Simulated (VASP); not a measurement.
Wanted: the native input for a VASP 6.6.1 run.

```
Task                   : single point
Functional             : PBEsol
Potentials or basis    : VASP PAW PBE potentials, release 64 (In_d, Sb)
Cutoff                 : 500 eV
k mesh                 : 14 × 14 × 8
Occupations            : gaussian, width 0.15 eV
Spin                   : no spin polarisation
Dipole correction      : no
Further INCAR settings : ALGO = Normal; EDIFF = 1e-06; NBANDS = 16
```

The structure of InSb lies in POSCAR:

```
InSb
1.0
    3.0361886953      0.0000000000      0.0000000000
    0.0000000000      3.0361886953      0.0000000000
    0.0000000000      0.0000000000      6.0963559048
In Sb
1 1
Direct
    0.0000000000      0.0000000000      0.0000000000
    0.0000000000      0.0000000000      0.5000000000
```

These files were run (other wordings do the same):

INCAR

```
  PREC = Accurate
  ENCUT = 500
  EDIFF = 1E-6
  ISMEAR = 0
  SIGMA = 0.15
  LREAL = F
  LASPH = T
  NELM = 120
  ALGO = Normal
  ISIF = 2
  LWAVE = F
  LCHARG = T
  GGA = PS
  LELF = T
  LVHAR = T
  NBANDS = 16
  GGA_COMPAT = F
```

KPOINTS

```
regular mesh
0
Gamma
  14 14 8
```

Potentials or basis: VASP PAW PBE potentials, release 64 (In_d, Sb).

Command:

```console
$ cat potpaw_PBE.64/In_d/POTCAR potpaw_PBE.64/Sb/POTCAR > POTCAR
$ mpirun -np 1 vasp_std > vasp.out
```

It gave:

| Quantity | Value |
| --- | --- |
| Pressure | 0.0 GPa |
| Band gap on the k mesh | zero (band 9 reaches 11.41 eV, above the bottom of band 10 at 5.34 eV) |

Caveat: the PAW data sets were made with another functional, which shifts forces and pressure a little; spin-orbit coupling is left out, which moves the levels of the heavy elements.

Wall time 2.3 min on 1 thread of Intel Xeon 8259CL, with other jobs on the host, peak memory 0.29 GiB.
